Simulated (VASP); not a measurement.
# Al (P6_3/mmc) in VASP: a series of runs

Al is run at these levels: PBEsol; tasks: single point.

All numbers are computed with VASP 6.6.1; they aren't measurements. Logs are shortened: lines on timing, memory, paths and dates and some standing lists are left out, and cuts for length are marked.

**1. The cell of the first run**

It takes space group P6_3/mmc (No. 194, hexagonal). Conventional cell: a = 2.771 Å, b = 2.771 Å, c = 9.153 Å, α = 90.00°, β = 90.00°, γ = 120.00°. Al (site symmetry -3m) has 12 Al at 2.77 to 2.79 Å within 3.7 Å. Within 3.7 Å of Al (site symmetry -6m2) lie 12 Al at 2.77 to 2.79 Å.

**2. Single point, PBEsol**

The input, INCAR:

```
SYSTEM = Al
  ALGO = Normal
  EDIFF = 1E-6
  ENCUT = 520
  GGA = PS
  ISIF = 2
  ISMEAR = -1
  LASPH = .True.
  LCHARG = .True.
  LELF = .True.
  LREAL = .False.
  LVHAR = .True.
  LWAVE = .False.
  NBANDS = 14
  NELM = 100
  PREC = Accurate
  SIGMA = 0.1
```

The input, KPOINTS:

```
k-points
0
Gamma
  9 9 3
  0 0 0
```

The input, POSCAR:

```
Al
1.0
    2.7710410493      0.0000000000      0.0000000000
   -1.3855205247      2.3997919436      0.0000000000
    0.0000000000      0.0000000000      9.1534424053
Al
4
Direct
    0.0000000000      0.0000000000      0.0000000000
    0.0000000000      0.0000000000      0.5000000000
    0.3333333333      0.6666666667      0.2500000000
    0.6666666667      0.3333333333      0.7500000000
```

Potentials or basis: VASP PAW PBE potentials, release 64 (Al).

On the command line:

```console
$ cat potpaw_PBE.64/Al/POTCAR > POTCAR
$ mpirun -np 1 vasp_std > vasp.out
```

OUTCAR:

```text
SYSTEM = Al
   EDIFF = 1E-6
   ENCUT = 520
   GGA = PS
   ISIF = 2
   ISMEAR = -1
   LASPH = .True.
   LREAL = .False.
   NELM = 100
   PREC = Accurate

 ion  position               nearest neighbor table
   1  0.000  0.000  0.000-   3 2.79   4 2.79   4 2.79   3 2.79   4 2.79   3 2.79
   2  0.000  0.000  0.500-   3 2.79   4 2.79   4 2.79   3 2.79   4 2.79   3 2.79
   3  0.333  0.667  0.250-   1 2.79   2 2.79   1 2.79   2 2.79   1 2.79   2 2.79
   4  0.667  0.333  0.750-   1 2.79   2 2.79   1 2.79   2 2.79   1 2.79   2 2.79

  LATTYP: Found a hexagonal cell.
 ALAT       =     2.7710410493
 C/A-ratio  =     3.3032503822

  Lattice vectors:

 A1 = (   2.7710410493,   0.0000000000,   0.0000000000)
 A2 = (  -1.3855205247,   2.3997919436,   0.0000000000)
 A3 = (   0.0000000000,   0.0000000000,   9.1534424053)

Analysis of symmetry for initial positions (statically):
=====================================================================
 Subroutine PRICEL returns:
 Original cell was already a primitive cell.

 Routine SETGRP: Setting up the symmetry group for a
 hexagonal supercell.

 Subroutine GETGRP returns: Found 24 space group operations
 (whereof 12 operations were pure point group operations)
 out of a pool of 24 trial point group operations.

The static configuration has the point symmetry D_3d.
 The point group associated with its full space group is D_6h.

Analysis of symmetry for dynamics (positions and initial velocities):
=====================================================================
 Subroutine PRICEL returns:
 Original cell was already a primitive cell.

 Routine SETGRP: Setting up the symmetry group for a
 hexagonal supercell.

 Subroutine GETGRP returns: Found 24 space group operations
 (whereof 12 operations were pure point group operations)
 out of a pool of 24 trial point group operations.

The dynamic configuration has the point symmetry D_3d.
 The point group associated with its full space group is D_6h.

 Subroutine INISYM returns: Found 24 space group operations
 (whereof 12 operations are pure point group operations),
 and found     1 'primitive' translations

----------------------------------------------------------------------------------------

                                     Primitive cell

  volume of cell :      60.8697

  direct lattice vectors                    reciprocal lattice vectors
     2.771041049  0.000000000  0.000000000     0.360875203  0.208351395  0.000000000
    -1.385520525  2.399791944  0.000000000     0.000000000  0.416702791  0.000000000
     0.000000000  0.000000000  9.153442405     0.000000000  0.000000000  0.109248516

  length of vectors
     2.771041049  2.771041049  9.153442405     0.416702791  0.416702791  0.109248516

  position of ions in fractional coordinates (direct lattice)
     0.000000000  0.000000000  0.000000000
     0.000000000  0.000000000  0.500000000
     0.333333333  0.666666667  0.250000000
     0.666666667  0.333333333  0.750000000

  ion indices of the primitive-cell ions
   primitive index   ion index
                 1           1
                 2           2
                 3           3
                 4           4

----------------------------------------------------------------------------------------

 KPOINTS: k-points

Automatic generation of k-mesh.
 Grid dimensions read from file:
 generate k-points for:    9    9    3

 Generating k-lattice:

  Cartesian coordinates                     Fractional coordinates (reciprocal lattice)
     0.040097245  0.023150155  0.000000000     0.111111111  0.000000000  0.000000000
     0.000000000  0.046300310  0.000000000     0.000000000  0.111111111  0.000000000
     0.000000000  0.000000000  0.036416172     0.000000000  0.000000000  0.333333333

  Length of vectors
     0.046300310  0.046300310  0.036416172

  Shift w.r.t. Gamma in fractional coordinates (k-lattice)
     0.000000000  0.000000000  0.000000000

 Subroutine IBZKPT returns following result:
 ===========================================

 Found     24 irreducible k-points:

 Following reciprocal coordinates:
            Coordinates               Weight
  0.000000  0.000000  0.000000      1.000000
  0.111111  0.000000  0.000000      6.000000
  0.222222  0.000000  0.000000      6.000000
  0.333333  0.000000  0.000000      6.000000
  0.444444  0.000000  0.000000      6.000000
  0.111111  0.111111  0.000000      6.000000
[... 16 lines left out ...]
  0.333333  0.222222  0.333333     24.000000
  0.333333  0.333333  0.333333      4.000000
   k-points           NKPTS =     24   k-points in BZ     NKDIM =     24   number of bands    NBANDS=     14
   number of dos      NEDOS =    301   number of ions     NIONS =      4
   total plane-waves  NPLWV =  40320
   dimension x,y,z NGX =    24 NGY =   24 NGZ =   70
   dimension x,y,z NGXF=    48 NGYF=   48 NGZF=  140
   ions per type =               4
   NGX,Y,Z   is equivalent  to a cutoff of  14.40, 14.40, 12.71 a.u.
   NGXF,Y,Z  is equivalent  to a cutoff of  28.80, 28.80, 25.43 a.u.
 SYSTEM =  Al
   PREC   = accura    normal or accurate (medium, high low for compatibility)
   ISTART =      0    job   : 0-new  1-cont  2-samecut
   ICHARG =      2    charge: 1-file 2-atom 10-const
   ISPIN  =      1    spin polarized calculation?
   LNONCOLLINEAR =      F non collinear calculations
   LSORBIT =      F    spin-orbit coupling
   LASPH  =      T    aspherical Exc in radial PAW
   ENCUT  =  520.0 eV  38.22 Ry    6.18 a.u.   5.15  5.15 17.02*2*pi/ulx,y,z
   NELM   =    100;   NELMIN=  2; NELMDL= -5     # of ELM steps
   EDIFF  = 0.1E-05   stopping-criterion for ELM
   LREAL  =      F    real-space projection
   EDIFFG = 0.1E-04   stopping-criterion for IOM
   NSW    =      0    number of steps for IOM
   IBRION =     -1    ionic relax: 0-MD 1-quasi-New 2-CG
   NFREE  =      0    steps in history (QN), initial steepest desc. (CG)
   ISIF   =      2    stress and relaxation
   ISYM   =      2    0-nonsym 1-usesym 2-fastsym
   POTIM  = 0.5000    time-step for ionic-motion
   TEBEG  =    0.0;   TEEND  =   0.0 temperature during run
   PSTRESS=    0.0 pullay stress
   NELECT =      12.0000    total number of electrons
   NUPDOWN=      -1.0000    fix difference up-down
   EMIN   =  10.00;   EMAX   =-10.00  energy-range for DOS
   EFERMI =   0.00;   METHOD = LEGACY
   ISMEAR =    -1;   SIGMA  =   0.10  broadening in eV -4-tet -1-fermi 0-gaus
   EFERMI_NEDOS =   21; number of points for ismear=-14 and -15
   IALGO  =     38    algorithm
   IMIX   =      4    mixing-type and parameters
     AMIX     =   0.40;   BMIX     =  1.00
     AMIX_MAG =   1.60;   BMIX_MAG =  1.00
  volume/ion in A,a.u.               =      15.22       102.69
  Fermi-wavevector in a.u.,A,eV,Ry     =   0.952800  1.800530 12.351738  0.907827
  Thomas-Fermi vector in A             =   2.081396
   LORBIT       =      0    0 simple, 1 ext, 2 COOP (PROOUT), +10 PAW based schemes
   GGA     = PS    functional components
   LHFCALC =     F    Hartree Fock is set to
   AEXX    =    0.0000 exact exchange contribution
   IVDW    =     0    specifies the selected vdW correction
   LEPSILON=     F    determine dielectric tensor
   LRPA    =     F    only Hartree local field effects (RPA)
 non-spin polarized calculation
  energy-cutoff  :      520.00
  volume of cell :       60.87
 maximum number of plane-waves:      1648
 NGX is ok and might be reduce to    24
   NGX = 11   NGY = 11   NGZ = 35

 number of electron      12.0000000 magnetization

 Free energy of the ion-electron system (eV)
  ---------------------------------------------------
  ext. energy  EPLUGINS =         0.00000000
  ---------------------------------------------------
  free energy    TOTEN  =       -16.26440847 eV

  energy without entropy =      -16.21578425  energy(sigma->0) =      -16.24009636

 E-fermi :   8.7534     XC(G=0): -10.5562

 val. band max:        8.7489119258   @ k =   0.3333   0.3333   0.3333
 cond. band min:       8.7568979390   @ k =   0.3333   0.1111   0.0000
 fundamental gap:      0.0079860133
 Fermi energy:         8.7533530341

 k-point     1 :       0.0000    0.0000    0.0000
  band No.  band energies     occupation
      1      -2.8833      2.00000
      2      -1.1346      2.00000
      3      -1.1241      2.00000
      4       3.8328      2.00000
      5       4.1850      2.00000
      6      12.1938      0.00000
      7      12.2065      0.00000
      8      20.2856      0.00000
      9      20.2856      0.00000
     10      20.3578      0.00000
     11      20.3578      0.00000
     12      21.2646      0.00000
     13      21.3121      0.00000
     14      21.3839      0.00000

 k-point     2 :       0.1111    0.0000    0.0000
  band No.  band energies     occupation
      1      -2.5666      2.00000
      2      -0.8222      2.00000
      3      -0.8115      2.00000
      4       4.1249      2.00000
      5       4.4915      2.00000
      6      12.4336      0.00000
      7      12.4615      0.00000
      8      16.3912      0.00000
      9      17.7503      0.00000
     10      17.8678      0.00000
     11      18.1904      0.00000
     12      19.6398      0.00000
     13      19.6415      0.00000
     14      19.6581      0.00000

 k-point     3 :       0.2222    0.0000    0.0000
  band No.  band energies     occupation
      1      -1.6211      2.00000
      2       0.1101      2.00000
      3       0.1213      2.00000
      4       5.0009      2.00000
      5       5.3906      2.00000
      6      11.8422      0.00000
      7      12.8340      0.00000
      8      13.4455      0.00000
      9      13.7225      0.00000
     10      14.1484      0.00000
     11      16.5950      0.00000
     12      17.3691      0.00000
     13      18.0718      0.00000
     14      18.0837      0.00000

 k-point     4 :       0.3333    0.0000    0.0000
  band No.  band energies     occupation
      1      -0.0610      2.00000
      2       1.6467      2.00000
      3       1.6594      2.00000
      4       6.4529      2.00000
      5       6.6737      2.00000
      6       8.3858      1.95060
      7       9.7796      0.00007
      8       9.8903      0.00002
      9      14.3983      0.00000
     10      14.5249      0.00000
     11      14.6495      0.00000
     12      14.7801      0.00000
     13      15.5353      0.00000
     14      17.0215      0.00000

 k-point     5 :       0.4444    0.0000    0.0000
  band No.  band energies     occupation
      1       2.0893      2.00000
      2       3.7378      2.00000
      3       3.7606      2.00000
      4       4.7837      2.00000
      5       6.5147      2.00000
      6       6.5295      2.00000
      7       8.5639      1.73845
      8       9.2183      0.01896
      9      11.2105      0.00000
     10      11.6809      0.00000
     11      15.0070      0.00000
[... 276 lines left out ...]
 k-point    22 :       0.2222    0.2222    0.3333
  band No.  band energies     occupation
      1       1.0560      2.00000
      2       1.6245      2.00000
      3       3.8637      2.00000
      4       5.4933      2.00000
      5       8.8841      0.42591
      6       9.0855      0.06968
      7       9.4537      0.00182
      8       9.6681      0.00021
      9      10.6313      0.00000
     10      11.7978      0.00000
     11      12.2228      0.00000
     12      13.2222      0.00000
     13      13.7937      0.00000
     14      13.8301      0.00000

 k-point    23 :       0.3333    0.2222    0.3333
  band No.  band energies     occupation
      1       3.1846      2.00000
      2       3.7364      2.00000
      3       5.7263      2.00000
      4       5.8302      2.00000
      5       6.6605      2.00000
      6       7.5140      1.99999
      7       8.3919      1.94757
      8       8.7268      1.13210
      9       9.4749      0.00147
     10      10.3657      0.00000
     11      11.6442      0.00000
     12      12.3920      0.00000
     13      13.1976      0.00000
     14      14.6016      0.00000

 k-point    24 :       0.3333    0.3333    0.3333
  band No.  band energies     occupation
      1       5.4979      2.00000
      2       5.5707      2.00000
      3       5.5707      2.00000
      4       5.9471      2.00000
      5       6.1167      2.00000
      6       6.1167      2.00000
      7       8.2606      1.98562
      8       8.2606      1.98562
      9       8.7489      1.02220
     10      10.1793      0.00000
     11      10.4487      0.00000
     12      10.4487      0.00000
     13      14.4475      0.00000
     14      14.4475      0.00000

------------------------ aborting loop because EDIFF is reached ----------------------------------------

  FORCE on cell =-STRESS in cart. coord.  units (eV):
  Direction    XX          YY          ZZ          XY          YZ          ZX
  --------------------------------------------------------------------------------------
  -------------------------------------------------------------------------------------
  Total        2.3092506      2.3092506      2.3070970     -0.0000000     -0.0000000      0.0000000
  in kB       60.7827917     60.7827917     60.7261053     -0.0000000     -0.0000000      0.0000000
  external PRESSURE =      60.7638962 kB  Pullay stress =       0.0000000 kB

 VOLUME and BASIS-vectors are now :
 -----------------------------------------------------------------------------
  energy-cutoff  :      520.00
  volume of cell :       60.87
      direct lattice vectors                 reciprocal lattice vectors
     2.771041049  0.000000000  0.000000000     0.360875203  0.208351395  0.000000000
    -1.385520525  2.399791944  0.000000000     0.000000000  0.416702791  0.000000000
     0.000000000  0.000000000  9.153442405     0.000000000  0.000000000  0.109248516

 POSITION                                       TOTAL-FORCE (eV/Angst)
 -----------------------------------------------------------------------------------
      0.00000      0.00000      0.00000         0.000000      0.000000      0.000000
      0.00000      0.00000      4.57672         0.000000      0.000000      0.000000
     -0.00000      1.59986      2.28836        -0.000000     -0.000000      0.000000
      1.38552      0.79993      6.86508        -0.000000      0.000000     -0.000000
 -----------------------------------------------------------------------------------
    total drift:                               -0.000000     -0.000000      0.000000

  FREE ENERGIE OF THE ION-ELECTRON SYSTEM (eV)
  ---------------------------------------------------
  free  energy   TOTEN  =       -16.2644084720 eV

  energy  without entropy=      -16.2157842467  energy(sigma->0) =      -16.24009636
```

Wall time 39 s (1 thread of AMD EPYC 7R13, shared host); peak memory 0.15 GiB.

Results:

```yaml
Free_energy: -16.2644 eV
Pressure: 6.1 GPa
Band_gap_on_the_k_mesh: zero (band 6 reaches 12.74 eV, above the bottom of band 7 at 7.46 eV)
```

Caveat: the PAW data sets were made with another functional, which shifts forces and pressure a little.

[end of part 1 of 2]
